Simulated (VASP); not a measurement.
# InSb in VASP: notebook, part 2 of 3

VASP 6.6.1.

## Step 4: Single point, PBEsol (normal strain along x -0.0400, normal strain along z -0.0400)

INCAR

```
SYSTEM = InSb
ALGO = Normal ; EDIFF = 1E-6
ENCUT = 500 ; GGA = PS
GGA_COMPAT = .False. ; ISIF = 2
ISMEAR = 0 ; LASPH = .True.
LCHARG = .False. ; LREAL = .False.
LWAVE = .False. ; NBANDS = 16
NELM = 120 ; PREC = Accurate
SIGMA = 0.15
```

KPOINTS

```
k-points
0
Gamma
  14 14 8
  0 0 0
```

POSCAR

```
InSb
1.0
    2.9147411475      0.0000000000      0.0000000000
    0.0000000000      3.0361886953      0.0000000000
    0.0000000000      0.0000000000      5.8525016686
In Sb
1 1
Direct
    0.0000000000      0.0000000000      0.0000000000
    0.0000000000      0.0000000000      0.5000000000
```

Potentials or basis: VASP PAW PBE potentials, release 64 (In_d, Sb).

Command:

```bash
$ cat potpaw_PBE.64/In_d/POTCAR potpaw_PBE.64/Sb/POTCAR > POTCAR
$ mpirun -np 1 vasp_std > vasp.out
```

OUTCAR:

```text
SYSTEM = InSb
   EDIFF = 1E-6
   ENCUT = 500
   GGA = PS
   ISIF = 2
   ISMEAR = 0
   LASPH = .True.
   LREAL = .False.
   NELM = 120
   PREC = Accurate

 ion  position               nearest neighbor table
   1  0.000  0.000  0.000-   2 2.93   2 2.93
   2  0.000  0.000  0.500-   1 2.93   1 2.93

  LATTYP: Found a simple orthorhombic cell.
 ALAT       =     2.9147411475
 B/A-ratio  =     1.0416666667
 C/A-ratio  =     2.0078975705

  Lattice vectors:

 A1 = (   2.9147411475,   0.0000000000,   0.0000000000)
 A2 = (   0.0000000000,   3.0361886953,   0.0000000000)
 A3 = (   0.0000000000,   0.0000000000,   5.8525016686)

Analysis of symmetry for initial positions (statically):
=====================================================================
 Subroutine PRICEL returns:
 Original cell was already a primitive cell.

 Routine SETGRP: Setting up the symmetry group for a
 simple orthorhombic supercell.

 Subroutine GETGRP returns: Found  8 space group operations
 (whereof  8 operations were pure point group operations)
 out of a pool of  8 trial point group operations.

The static configuration has the point symmetry D_2h.

Analysis of symmetry for dynamics (positions and initial velocities):
=====================================================================
 Subroutine PRICEL returns:
 Original cell was already a primitive cell.

 Routine SETGRP: Setting up the symmetry group for a
 simple orthorhombic supercell.

 Subroutine GETGRP returns: Found  8 space group operations
 (whereof  8 operations were pure point group operations)
 out of a pool of  8 trial point group operations.

The dynamic configuration has the point symmetry D_2h.

 Subroutine INISYM returns: Found  8 space group operations
 (whereof  8 operations are pure point group operations),
 and found     1 'primitive' translations

----------------------------------------------------------------------------------------

                                     Primitive cell

  volume of cell :      51.7929

  direct lattice vectors                    reciprocal lattice vectors
     2.914741148  0.000000000  0.000000000     0.343083639  0.000000000  0.000000000
     0.000000000  3.036188695  0.000000000     0.000000000  0.329360294  0.000000000
     0.000000000  0.000000000  5.852501669     0.000000000  0.000000000  0.170867102

  length of vectors
     2.914741148  3.036188695  5.852501669     0.343083639  0.329360294  0.170867102

  position of ions in fractional coordinates (direct lattice)
     0.000000000  0.000000000  0.000000000
     0.000000000  0.000000000  0.500000000

  ion indices of the primitive-cell ions
   primitive index   ion index
                 1           1
                 2           2

----------------------------------------------------------------------------------------

 KPOINTS: k-points

Automatic generation of k-mesh.
 Grid dimensions read from file:
 generate k-points for:   14   14    8

 Generating k-lattice:

  Cartesian coordinates                     Fractional coordinates (reciprocal lattice)
     0.024505974  0.000000000  0.000000000     0.071428571  0.000000000  0.000000000
     0.000000000  0.023525735  0.000000000     0.000000000  0.071428571  0.000000000
     0.000000000  0.000000000  0.021358388     0.000000000  0.000000000  0.125000000

  Length of vectors
     0.024505974  0.023525735  0.021358388

  Shift w.r.t. Gamma in fractional coordinates (k-lattice)
     0.000000000  0.000000000  0.000000000

 Subroutine IBZKPT returns following result:
 ===========================================

 Found    320 irreducible k-points:

 Following reciprocal coordinates:
            Coordinates               Weight
  0.000000  0.000000  0.000000      1.000000
  0.071429  0.000000  0.000000      2.000000
  0.142857  0.000000  0.000000      2.000000
  0.214286  0.000000  0.000000      2.000000
  0.285714  0.000000  0.000000      2.000000
  0.357143  0.000000  0.000000      2.000000
[... 16 lines left out ...]
  0.428571  0.142857  0.000000      4.000000
  0.500000  0.142857  0.000000      2.000000
 [... further k-points ...]
   k-points           NKPTS =    320   k-points in BZ     NKDIM =    320   number of bands    NBANDS=     16
   number of dos      NEDOS =    301   number of ions     NIONS =      2
   total plane-waves  NPLWV =  27648
   dimension x,y,z NGX =    24 NGY =   24 NGZ =   48
   dimension x,y,z NGXF=    48 NGYF=   48 NGZF=   96
   ions per type =               1   1
   NGX,Y,Z   is equivalent  to a cutoff of  13.69, 13.14, 13.63 a.u.
   NGXF,Y,Z  is equivalent  to a cutoff of  27.38, 26.28, 27.27 a.u.
 SYSTEM =  InSb
   PREC   = accura    normal or accurate (medium, high low for compatibility)
   ISTART =      0    job   : 0-new  1-cont  2-samecut
   ICHARG =      2    charge: 1-file 2-atom 10-const
   ISPIN  =      1    spin polarized calculation?
   LNONCOLLINEAR =      F non collinear calculations
   LSORBIT =      F    spin-orbit coupling
   LASPH  =      T    aspherical Exc in radial PAW
   ENCUT  =  500.0 eV  36.75 Ry    6.06 a.u.   5.31  5.54 10.67*2*pi/ulx,y,z
   NELM   =    120;   NELMIN=  2; NELMDL= -5     # of ELM steps
   EDIFF  = 0.1E-05   stopping-criterion for ELM
   LREAL  =      F    real-space projection
   EDIFFG = 0.1E-04   stopping-criterion for IOM
   NSW    =      0    number of steps for IOM
   IBRION =     -1    ionic relax: 0-MD 1-quasi-New 2-CG
   NFREE  =      0    steps in history (QN), initial steepest desc. (CG)
   ISIF   =      2    stress and relaxation
   ISYM   =      2    0-nonsym 1-usesym 2-fastsym
   POTIM  = 0.5000    time-step for ionic-motion
   TEBEG  =    0.0;   TEEND  =   0.0 temperature during run
   PSTRESS=    0.0 pullay stress
   NELECT =      18.0000    total number of electrons
   NUPDOWN=      -1.0000    fix difference up-down
   EMIN   =  10.00;   EMAX   =-10.00  energy-range for DOS
   EFERMI =   0.00;   METHOD = LEGACY
   ISMEAR =     0;   SIGMA  =   0.15  broadening in eV -4-tet -1-fermi 0-gaus
   EFERMI_NEDOS =   21; number of points for ismear=-14 and -15
   IALGO  =     38    algorithm
   IMIX   =      4    mixing-type and parameters
     AMIX     =   0.40;   BMIX     =  1.00
     AMIX_MAG =   1.60;   BMIX_MAG =  1.00
  volume/ion in A,a.u.               =      25.90       174.76
  Fermi-wavevector in a.u.,A,eV,Ry     =   1.151001  2.175076 18.025032  1.324802
  Thomas-Fermi vector in A             =   2.287661
   LORBIT       =      0    0 simple, 1 ext, 2 COOP (PROOUT), +10 PAW based schemes
   GGA     = PS    functional components
   LHFCALC =     F    Hartree Fock is set to
   AEXX    =    0.0000 exact exchange contribution
   IVDW    =     0    specifies the selected vdW correction
   LEPSILON=     F    determine dielectric tensor
   LRPA    =     F    only Hartree local field effects (RPA)
 non-spin polarized calculation
 Gauss-broadening in eV      SIGMA  =   0.15
  energy-cutoff  :      500.00
  volume of cell :       51.79
 maximum number of plane-waves:      1336
 NGX is ok and might be reduce to    24
   NGX = 11   NGY = 11   NGZ = 21

 number of electron      17.9999996 magnetization

 Free energy of the ion-electron system (eV)
  ---------------------------------------------------
  ext. energy  EPLUGINS =         0.00000000
  ---------------------------------------------------
  free energy    TOTEN  =        -7.34747946 eV

  energy without entropy =       -7.33524375  energy(sigma->0) =       -7.34136160

 E-fermi :   8.0375     XC(G=0): -10.3717

 val. band max:        8.0350745073   @ k =   0.0714   0.2143   0.5000
 cond. band min:       8.0393566520   @ k =   0.2143   0.0714   0.1250
 fundamental gap:      0.0042821446
 Fermi energy:         8.0374628207

 k-point     1 :       0.0000    0.0000    0.0000
  band No.  band energies     occupation
      1      -7.0622      2.00000
      2      -6.8407      2.00000
      3      -6.3453      2.00000
      4      -6.2900      2.00000
      5      -6.1804      2.00000
      6      -4.3579      2.00000
[... 8 lines left out ...]
     15      18.4215      0.00000
     16      18.7017      0.00000
[... 419 lines left out ...]
 k-point    24 :       0.5000    0.1429    0.0000
  band No.  band energies     occupation
      1      -6.6825      2.00000
      2      -6.6573      2.00000
      3      -6.5343      2.00000
      4      -6.3589      2.00000
      5      -6.2286      2.00000
      6      -0.6088      2.00000
[... 8 lines left out ...]
     15      18.0697      0.00000
     16      19.4246      0.00000

 [... further k-points ...]
[... 5 lines left out ...]
  --------------------------------------------------------------------------------------
  -------------------------------------------------------------------------------------
  Total        1.9925178      0.8547802      2.2209409      0.0000000      0.0000000      0.0000000
  in kB       61.6371420     26.4420261     68.7032509      0.0000000      0.0000000      0.0000000
  external PRESSURE =      52.2608063 kB  Pullay stress =       0.0000000 kB

 VOLUME and BASIS-vectors are now :
 -----------------------------------------------------------------------------
  energy-cutoff  :      500.00
  volume of cell :       51.79
      direct lattice vectors                 reciprocal lattice vectors
     2.914741148  0.000000000  0.000000000     0.343083639  0.000000000  0.000000000
     0.000000000  3.036188695  0.000000000     0.000000000  0.329360294  0.000000000
     0.000000000  0.000000000  5.852501669     0.000000000  0.000000000  0.170867102

 POSITION                                       TOTAL-FORCE (eV/Angst)
 -----------------------------------------------------------------------------------
      0.00000      0.00000      0.00000         0.000000      0.000000      0.000000
      0.00000      0.00000      2.92625         0.000000      0.000000      0.000000
 -----------------------------------------------------------------------------------
    total drift:                                0.000000     -0.000000     -0.000000

  FREE ENERGIE OF THE ION-ELECTRON SYSTEM (eV)
  ---------------------------------------------------
  free  energy   TOTEN  =        -7.3474794553 eV

  energy  without entropy=       -7.3352437545  energy(sigma->0) =       -7.34136160
```

OSZICAR:

```text
N       E                     dE             d eps       ncg     rms          rms(c)
DAV:   1     0.108432932605E+03    0.10843E+03   -0.78793E+03 10272   0.118E+03
DAV:   2    -0.110713466910E+01   -0.10954E+03   -0.10608E+03 11616   0.291E+02
DAV:   3    -0.723702095948E+01   -0.61299E+01   -0.60847E+01 13200   0.685E+01
DAV:   4    -0.739172377463E+01   -0.15470E+00   -0.15466E+00 13056   0.116E+01
DAV:   5    -0.739921436424E+01   -0.74906E-02   -0.74905E-02 15200   0.216E+00    0.381E+00
DAV:   6    -0.735752956264E+01    0.41685E-01   -0.65176E-02 13312   0.467E+00    0.203E+00
DAV:   7    -0.734797743212E+01    0.95521E-02   -0.25398E-02 13480   0.246E+00    0.389E-01
DAV:   8    -0.734747446118E+01    0.50297E-03   -0.19536E-03 13312   0.589E-01    0.890E-02
DAV:   9    -0.734747722750E+01   -0.27663E-05   -0.10007E-04 16408   0.121E-01    0.338E-02
DAV:  10    -0.734748002278E+01   -0.27953E-05   -0.64688E-06 12328   0.214E-02    0.521E-03
DAV:  11    -0.734747945531E+01    0.56747E-06   -0.75900E-07  8288   0.131E-02
   1 F= -.73474795E+01 E0= -.73413616E+01  d E =-.122357E-01
```

stdout:

```text
POSCAR found type information on POSCAR InSb
 POSCAR found :  2 types and       2 ions
 scaLAPACK will be used
 -----------------------------------------------------------------------------
|                                                                             |
|                                                                             |
|     You enforced a specific xc type in the INCAR file but a different       |
|     I HOPE YOU KNOW WHAT YOU ARE DOING!                                     |
|                                                                             |
 -----------------------------------------------------------------------------

 LDA part: xc-table for (Slater+PW92), standard interpolation
 POSCAR, INCAR and KPOINTS ok, starting setup
 FFT: planning ... GRIDC
 FFT: planning ... GRID_SOFT
 FFT: planning ... GRID
 WAVECAR not read
 entering main loop
```

Wall time 4.6 min (1 thread of Intel Xeon 8259CL, shared host); peak memory 0.38 GiB.

Results:

```yaml
Free_energy: -7.3475 eV
Pressure: 5.2 GPa
Band_gap_on_the_k_mesh: zero (bands 9 and 10 overlap by 5.93 eV)
```

Caveat: the cell differs from its parent crystal (normal strain along x -0.0400, normal strain along z -0.0400); the cell stands under pressure; the PAW data sets were made with another functional, which shifts forces and pressure a little; spin-orbit coupling is left out, which moves the levels of the heavy elements.

(Continued in part 3 of 3.)
